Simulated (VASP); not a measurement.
# Ti2NbB3 (P-3m1) in VASP: further runs, part 2 of 2

VASP 6.6.1. Earlier steps stand in the parts before.

## (3) Single point, PBE

This run uses another cell than the first one, of 11.85 Å³/atom, 1.221 times its volume.

Contents of INCAR:

```
PREC = Accurate ; ENCUT = 520
EDIFF = 1E-6 ; ISMEAR = 0
SIGMA = 0.1 ; LREAL = False
LASPH = True ; NELM = 60
ALGO = Normal ; ISIF = 2
LWAVE = False ; LCHARG = True
GGA = PE ; LELF = True
LVHAR = True ; NBANDS = 32
```

Contents of KPOINTS:

```
Automatic mesh
0
Gamma
  6 6 4
```

Contents of POSCAR:

```
Ti2NbB3
1.0
    3.2251239081      0.0000000028      0.0000000000
   -1.6125619564      2.7930392334      0.0000000000
    0.0000000000      0.0000000000      7.8897927294
Ti Nb B
2 1 3
Direct
    0.6666666667      0.3333333333      0.6638813790
    0.3333333333      0.6666666667      0.3361186210
    0.0000000000      0.0000000000      0.0000000000
    0.6666666667      0.3333333333      0.1697863518
    0.3333333333      0.6666666667      0.8302136482
    0.0000000000      0.0000000000      0.5000000000
```

Potentials or basis: VASP PAW PBE potentials, release 64 (Ti_sv, Nb_sv, B).

On the command line:

```sh
$ cat potpaw_PBE.64/Ti_sv/POTCAR potpaw_PBE.64/Nb_sv/POTCAR potpaw_PBE.64/B/POTCAR > POTCAR
$ mpirun -np 1 vasp_std > vasp.out
```

Wall time 22 s (1 thread of Intel Xeon 6975P-C (Granite Rapids), shared host); peak memory 0.2 GiB.

Results (log left out):

| Item | Value |
| --- | --- |
| Free energy | -48.6532 eV |
| Pressure | -0.1 GPa |
| Largest force | 0.006 eV/Å |
| Band gap on the k mesh | zero (band 23 reaches 9.07 eV, above the bottom of band 24 at 7.55 eV) |

Forces on the atoms (eV/Å):
```
Ti   0.000  0.000 -0.002
Ti   0.000  0.000  0.002
Nb   0.000  0.000  0.000
B    0.000  0.000 -0.006
B    0.000  0.000  0.006
B    0.000  0.000  0.000
```

Stress tensor (GPa, compression positive):
```
-0.26  0.00  0.00
 0.00 -0.26  0.00
 0.00  0.00  0.09
```

Levels at points of the mesh, in eV from the Fermi level:
| k point | band 20 | band 21 | band 22 | band 23 | band 24 | band 25 | band 26 | band 27 |
| --- | --- | --- | --- | --- | --- | --- | --- | --- |
| (0.00, 0.00, 0.00) | -0.71 | -0.71 | 0.95 | 0.95 | 1.07 | 2.03 | 2.03 | 2.61 |
| (0.50, 0.00, 0.00) | -1.52 | -1.16 | -1.12 | -0.70 | 1.92 | 1.95 | 2.78 | 2.91 |
| (0.00, 0.00, 0.50) | 0.13 | 0.13 | 0.18 | 0.58 | 0.58 | 1.45 | 1.45 | 1.82 |
| (0.50, 0.00, 0.50) | -1.71 | -1.26 | -1.08 | 0.22 | 0.49 | 1.92 | 2.02 | 3.29 |

Caveat: the k points lie up to 0.37 Å⁻¹ apart.

## (4) Single point, PBE, collinear spin, ferromagnetic start

This run uses another cell than the first one, of 11.85 Å³/atom, 1.221 times its volume.

Contents of INCAR:

```
SYSTEM = Ti2NbB3
PREC = Accurate ; ENCUT = 520
EDIFF = 1E-7 ; ISMEAR = 0
SIGMA = 0.1 ; LREAL = .FALSE.
LASPH = .TRUE. ; NELM = 150
ALGO = Normal ; ISIF = 2
LWAVE = .FALSE. ; LCHARG = .FALSE.
ISPIN = 2 ; MAGMOM = 1 1 1 0 0 0
LORBIT = 11 ; LMAXMIX = 4
GGA = PE ; NBANDS = 36
```

Contents of KPOINTS:

```
regular mesh
0
G
  6 6 2
  0 0 0
```

Edit POSCAR of step 3 so:

```diff
@@ -2,4 +2,4 @@
 1.0
-    3.2251239081      0.0000000028      0.0000000000
-   -1.6125619564      2.7930392334      0.0000000000
+    3.2251239081      0.0000000000      0.0000000000
+   -1.6125619540      2.7930392347      0.0000000000
     0.0000000000      0.0000000000      7.8897927294
```

On the command line:

```sh
$ cat potpaw_PBE.64/Ti_sv/POTCAR potpaw_PBE.64/Nb_sv/POTCAR potpaw_PBE.64/B/POTCAR > POTCAR
$ mpirun -np 1 vasp_std > vasp.out
```

Wall time 36 s (1 thread of Intel Xeon 6975P-C (Granite Rapids), shared host); peak memory 0.23 GiB.

It converged, with:

| Property | Result |
| --- | --- |
| Free energy | -48.6485 eV |
| Pressure | -0.2 GPa |
| Largest force | 0.077 eV/Å |
| Band gap on the k mesh | zero (filled and empty bands overlap) |
| Net moment | 0.00 μB per cell |
| Valence electrons inside the program's atomic spheres | Ti 10.33; Nb 10.69; B 1.86, 1.83 |

Forces on the atoms (eV/Å):
```
Ti   0.000  0.000 -0.077
Ti   0.000  0.000  0.077
Nb   0.000  0.000  0.000
B    0.000  0.000 -0.071
B    0.000  0.000  0.071
B    0.000  0.000  0.000
```

Stress tensor (GPa, compression positive):
```
 0.05  0.00  0.00
 0.00  0.05  0.00
 0.00  0.00 -0.54
```

Levels at points of the mesh, in eV from the Fermi level:
Spin up:
| k point | band 20 | band 21 | band 22 | band 23 | band 24 | band 25 | band 26 | band 27 |
| --- | --- | --- | --- | --- | --- | --- | --- | --- |
| (0.00, 0.00, 0.00) | -0.72 | -0.72 | 0.95 | 0.95 | 1.06 | 2.03 | 2.03 | 2.61 |
| (0.50, 0.00, 0.00) | -1.52 | -1.17 | -1.13 | -0.72 | 1.91 | 1.94 | 2.78 | 2.90 |
| (0.00, 0.00, 0.50) | 0.12 | 0.12 | 0.17 | 0.57 | 0.57 | 1.45 | 1.45 | 1.80 |
| (0.50, 0.00, 0.50) | -1.72 | -1.27 | -1.09 | 0.21 | 0.48 | 1.91 | 2.01 | 3.28 |
Spin down:
| k point | band 21 | band 22 | band 23 | band 24 | band 25 | band 26 |
| --- | --- | --- | --- | --- | --- | --- |
| (0.00, 0.00, 0.00) | -0.72 | 0.95 | 0.95 | 1.06 | 2.03 | 2.03 |
| (0.50, 0.00, 0.00) | -1.17 | -1.13 | -0.72 | 1.91 | 1.94 | 2.78 |
| (0.00, 0.00, 0.50) | 0.12 | 0.17 | 0.57 | 0.57 | 1.45 | 1.45 |
| (0.50, 0.00, 0.50) | -1.27 | -1.09 | 0.21 | 0.48 | 1.91 | 2.01 |

Caveat: the k points lie up to 0.40 Å⁻¹ apart.

## (5) Relaxation of cell and atoms, PBE

Contents of INCAR:

```
SYSTEM = Ti2NbB3
PREC = Accurate ; ENCUT = 600
EDIFF = 1E-6 ; ISMEAR = 0
SIGMA = 0.1 ; LREAL = .False.
LASPH = .True. ; NELM = 80
ALGO = Normal ; ISIF = 3
LWAVE = .False. ; LCHARG = .False.
GGA = PE ; IBRION = 2
NSW = 90 ; EDIFFG = -0.04
```

Contents of KPOINTS:

```
Automatic mesh
0
Gamma
  6 6 4
  0 0 0
```

Contents of POSCAR:

```
Ti2NbB3
1.0
    3.3781346700      0.0000000000      0.0000000000
   -1.6890673400      2.9255504400      0.0000000000
    0.0000000000      0.0000000000      5.8888307700
Ti Nb B
2 1 3
Direct
    0.6666666700      0.3333333300      0.6902344200
    0.3333333300      0.6666666700      0.3097655800
    0.0000000000      0.0000000000      0.0000000000
    0.6666666700      0.3333333300      0.3529343000
    0.3333333300      0.6666666700      0.6470657000
    0.0000000000      0.0000000000      0.5000000000
```

On the command line:

```sh
$ cat potpaw_PBE.64/Ti_sv/POTCAR potpaw_PBE.64/Nb_sv/POTCAR potpaw_PBE.64/B/POTCAR > POTCAR
$ mpirun -np 1 vasp_std > vasp.out
```

Wall time 10 min (1 thread of Intel Xeon 6975P-C (Granite Rapids), shared host); peak memory 0.22 GiB.

The run converged. Its results:

| Property | Result |
| --- | --- |
| Free energy | -48.6287 eV |
| Relaxed volume | 11.83 Å³/atom |
| Relaxed cell | a = 3.224 Å, b = 3.224 Å, c = 7.882 Å, α = 90.00°, β = 90.00°, γ = 120.00° |
| Space group after relaxing (to 0.05 Å) | P-3m1 (No. 164) |
| Energy gained by relaxing | 1298.2 meV/atom |
| Ionic steps | 36 |
| Pressure after relaxing | 0.0 GPa |
| Band gap on the k mesh | zero (band 23 reaches 9.09 eV, above the bottom of band 24 at 7.57 eV) |

Forces on the atoms (eV/Å):
```
Ti   0.000  0.000 -0.001
Ti   0.000  0.000  0.001
Nb   0.000  0.000  0.000
B    0.000  0.000 -0.002
B    0.000  0.000  0.002
B    0.000  0.000  0.000
```

Step by step:
```tsv
step	energy change (eV)	largest force (eV/Å)	pressure (GPa)	volume (Å³)
1	0.0000	3.0445	50.87	58.20
2	-0.7100	1.8779	-22.95	88.18
3	-2.0990	1.5631	-2.84	72.34
4	-2.1012	1.5825	-1.94	71.91
5	-2.5444	2.2464	-2.70	72.13
6	-3.9053	3.2195	-5.17	72.62
7	-3.9568	3.4201	-7.16	72.93
8	-4.3007	2.6050	-7.26	72.92
9	-4.4143	2.5286	-7.16	72.68
10	-4.6610	2.5808	-6.37	71.95
11	-4.6981	2.8040	-3.32	70.50
12	-4.7570	2.7112	-4.82	71.12
13	-4.9674	2.5020	-4.07	70.70
14	-5.5791	1.5855	-1.14	69.43
15	-6.1820	1.0297	7.40	66.72
16	-6.3978	1.0533	3.71	68.11
17	-6.6661	1.0570	-4.36	71.64
18	-6.6866	1.2099	-6.13	72.52
19	-6.9607	1.1347	-2.12	71.03
20	-7.1375	2.7580	16.58	66.10
21	-7.2390	1.4283	7.17	68.27
22	-7.2460	1.7673	9.26	67.73
23	-7.3410	1.9828	9.46	67.83
24	-7.4140	2.3012	10.79	67.94
25	-7.4359	2.1714	10.16	67.94
26	-7.5704	1.6891	5.81	69.18
27	-7.7048	0.8991	-3.33	72.28
28	-7.7054	0.8688	-3.77	72.46
29	-7.7394	0.7055	-2.69	71.98
30	-7.7861	0.1086	0.89	70.61
31	-7.7861	0.0905	1.06	70.55
32	-7.7882	0.0862	0.42	70.79
33	-7.7887	0.0831	-0.05	70.96
34	-7.7887	0.0837	-0.07	70.98
35	-7.7890	0.0528	-0.05	70.98
36	-7.7892	0.0023	0.00	70.97
```

Final structure:
```cif
data_structure
_symmetry_space_group_name_H-M 'P 1'
_symmetry_Int_Tables_number 1
_cell_length_a 3.2244
_cell_length_b 3.2244
_cell_length_c 7.8824
_cell_angle_alpha 90.000
_cell_angle_beta 90.000
_cell_angle_gamma 120.000
_cell_volume 70.97
loop_
_atom_site_label
_atom_site_type_symbol
_atom_site_fract_x
_atom_site_fract_y
_atom_site_fract_z
_atom_site_occupancy
Ti1 Ti 0.66667 0.33333 0.66386 1
Ti2 Ti 0.33333 0.66667 0.33614 1
Nb1 Nb 0.00000 0.00000 0.00000 1
B1 B 0.66667 0.33333 0.16980 1
B2 B 0.33333 0.66667 0.83020 1
B3 B 0.00000 0.00000 0.50000 1
```

Levels at points of the mesh, in eV from the Fermi level:
```tsv
k point	band 20	band 21	band 22	band 23	band 24	band 25	band 26	band 27
(0.00, 0.00, 0.00)	-0.71	-0.71	0.95	0.95	1.07	2.04	2.04	2.62
(0.50, 0.00, 0.00)	-1.52	-1.16	-1.12	-0.71	1.93	1.95	2.79	3.04
(0.00, 0.00, 0.50)	0.12	0.12	0.18	0.58	0.58	1.45	1.79	1.82
(0.50, 0.00, 0.50)	-1.72	-1.26	-1.08	0.22	0.49	1.93	2.03	3.30
```

Caveat: the volume moved by over 15 % at a fixed basis, so the end points are rough.

## (6) Overview

```tsv
task	spin	cell	k mesh	cutoff (eV)	gap on the mesh (eV)	pressure (GPa)	largest force (eV/Å)
single point	off	a = 3.378, b = 3.378, c = 5.889 Å, angles 90.0, 90.0, 120.0°, 6 atoms	6 × 6 × 4	520	none	50.9	3.05
single point	off	a = 3.225, b = 3.225, c = 7.890 Å, angles 90.0, 90.0, 120.0°, 6 atoms	6 × 6 × 4	520	none	-0.1	0.01
single point	collinear, ferromagnetic start	a = 3.225, b = 3.225, c = 7.890 Å, angles 90.0, 90.0, 120.0°, 6 atoms	6 × 6 × 2	520	none	-0.2	0.08
relaxation of cell and atoms	off	relaxed from a = 3.378, b = 3.378, c = 5.889 Å, angles 90.0, 90.0, 120.0°, 6 atoms	6 × 6 × 4	600	none	0.0	-
```

Alike in all rows: level PBE; potentials or basis VASP PAW PBE potentials, release 64 (Ti_sv, Nb_sv, B); smearing gaussian 0.1 eV.

Caveats: some runs use coarse meshes; forces of over 1 eV/Å act on the atoms, so gaps and moduli don't describe the material at rest (some runs); the volume moved by over 15 % at a fixed basis, so the end points are rough (some runs).

Total energies depend on the potentials used, so only differences within one code and one set of settings carry meaning.
